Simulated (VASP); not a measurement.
Cs2AgBiBr6: single point with r2SCAN

Crystal: Cs2AgBiBr6.

```xyz
10
Lattice="0.0000 5.6704 5.6704 5.6704 0.0000 5.6704 5.6704 5.6704 0.0000" Properties=species:S:1:pos:R:3 pbc="T T T"
Cs    2.8352    2.8352    2.8352
Cs    8.5056    8.5056    8.5056
Ag    5.6704    5.6704    5.6704
Bi    0.0000    0.0000    0.0000
Br    5.6704    2.8568    5.6704
Br    8.4841    5.6704    5.6704
Br    5.6704    8.4841    5.6704
Br    2.8568    5.6704    5.6704
Br    5.6704    5.6704    2.8568
Br    5.6704    5.6704    8.4841
```

* Program: VASP 6.6.1
* Task: single point
* Functional: r2SCAN
* Potentials or basis: VASP PAW PBE potentials, release 64 (Cs_sv, Ag, Bi_d, Br)
* Cutoff: 550 eV
* k mesh: 4 × 4 × 4
* Occupations: fermi-dirac, width 0.02 eV
* Spin: non-collinear spin, zero start, spin-orbit coupling

```json
{"Pressure": "0.1 GPa", "Largest force": "0.063 eV/Å", "Net moment": "0.00 μB per cell", "Valence electrons inside the program's atomic spheres": "Cs 6.58; Ag 9.73; Bi 12.51; Br 4.90"}
```

Forces in eV/Å, atoms in the order of the input:
```
Cs   0.000  0.000  0.000
Cs   0.000  0.000  0.000
Ag   0.000  0.000  0.000
Bi   0.000  0.000  0.000
Br   0.000  0.063  0.000
Br  -0.063  0.000  0.000
Br   0.000 -0.063  0.000
Br   0.063  0.000  0.000
Br   0.000  0.000  0.063
Br   0.000  0.000 -0.063
```

Moments on the atoms (μB; x, y, z):
```
Cs  0.00 0.00 0.00
Cs  0.00 0.00 0.00
Ag  0.00 0.00 0.00
Bi  0.00 0.00 0.00
Br  0.00 0.00 0.00
Br  0.00 0.00 0.00
Br  0.00 0.00 0.00
Br  0.00 0.00 0.00
Br  0.00 0.00 0.00
Br  0.00 0.00 0.00
```

It took 15 min on 4 MPI ranks on Intel(R) Xeon(R) 6975P-C (Granite Rapids), with other jobs on the host, peak memory 2.5 GiB a rank.

Caveat: the PAW data sets were made with another functional, which shifts forces and pressure a little.
